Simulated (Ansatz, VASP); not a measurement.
# Si in VASP and in Ansatz

```
CELL_PARAMETERS angstrom
3.86854 0.00000 0.00000
0.00000 3.86854 0.00000
0.00000 0.00000 22.83870
ATOMIC_POSITIONS crystal
Si 0.75000 0.00000 0.35071
Si 0.25000 0.00000 0.40991
Si 0.25000 0.50000 0.47041
Si 0.75000 0.50000 0.52959
Si 0.75000 0.00000 0.59009
Si 0.25000 0.00000 0.64929
```

Alike in both runs: functional PBE; k mesh 7 × 7 × 1; occupations fermi-dirac, width 0.02 eV; no spin polarisation.

Ansatz relaxed the structure, and its values are those at the end. VASP's run is a single point on that final structure, the one shown.

|  | VASP | Ansatz |
| --- | --- | --- |
| version | VASP 6.6.1 | Ansatz 0.2.0 |
| potentials or method | VASP PAW PBE potentials, release 64 (Si) | PAW with Ansatz's default frozen-core files, scalar-relativistic |
| plane-wave cutoff (eV) | 400 | 420 |
| valence electrons in the cell | 24 | 24 |

```tsv
	VASP	Ansatz	Ansatz less VASP
rms of the force components (eV/Å)	0.004	0.002	-0.0018
```

The functional is the same, so the differences come from potentials, cutoffs and numerics. Ansatz's warnings: stress scf threshold loose.
